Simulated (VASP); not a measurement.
## Hf: relaxation of cell and atoms with r2SCAN

Crystal: Hf.

```
Hf
1.0
     0.00000    2.22000    2.22000
     2.22000    0.00000    2.22000
     2.22000    2.22000    0.00000
Hf
1
Cartesian
  0.0000 0.0000 0.0000
```

```json
{
  "Program": "VASP 6.6.1",
  "Task": "relaxation of cell and atoms",
  "Functional": "r2SCAN",
  "Potentials or basis": "VASP PAW PBE potentials, release 64 (Hf_pv)",
  "Cutoff": "600 eV",
  "k mesh": "16 × 16 × 16",
  "Occupations": "gaussian, width 0.1 eV",
  "Spin": "no spin polarisation",
  "Dipole correction": "no",
  "Further INCAR settings": "ALGO = Normal; EDIFF = 1e-07; IBRION = 2; EDIFFG = -0.005; NSW = 100; ISIF = 3"
}
```

```yaml
Relaxed_volume: 22.36 Å³/atom
Relaxed_cell: a = 3.162 Å, b = 3.162 Å, c = 3.162 Å, α = 60.00°, β = 60.00°, γ = 60.00°
Space_group_after_relaxing_to_0.05_Å: Fm-3m (No. 225)
Energy_gained_by_relaxing: 3.3 meV/atom
Ionic_steps: 3
Pressure_after_relaxing: 0.0 GPa
Band_gap_on_the_k_mesh: zero (band 5 reaches 6.21 eV, above the bottom of band 6 at 4.18 eV)
```

Step by step:
| step | energy change (eV) | largest force (eV/Å) | pressure (GPa) | volume (Å³) |
| --- | --- | --- | --- | --- |
| 1 | 0.0000 | 0.0000 | 2.28 | 21.88 |
| 2 | 0.0006 | 0.0000 | -2.39 | 22.89 |
| 3 | -0.0033 | 0.0000 | -0.01 | 22.36 |

Final structure:
```
Hf
1.0
     0.00000    2.23597    2.23597
     2.23597    0.00000    2.23597
     2.23597    2.23597    0.00000
Hf
1
Direct
  0.00000 0.00000 0.00000
```

Levels at points of the mesh, in eV from the Fermi level:
```
           k point  band 3  band 4  band 5  band 6  band 7  band 8
(0.00, 0.00, 0.00)  -31.12   -7.56    1.60    1.60    1.60    4.60
(0.50, 0.00, 0.00)  -31.23   -3.74    0.37    1.41    1.41    6.69
(0.50, 0.50, 0.00)  -31.42   -3.32   -2.17    2.44    6.76    7.27
```

Run time: 3.7 min on 1 thread of Intel(R) Xeon(R) Platinum 8488C (Sapphire Rapids), with other jobs on the host, peak memory 0.2 GiB.

Caveat: the PAW data sets were made with another functional, which shifts forces and pressure a little; spin-orbit coupling is left out, which moves the levels of the heavy elements. Zero-point motion and thermal expansion aren't in these numbers.
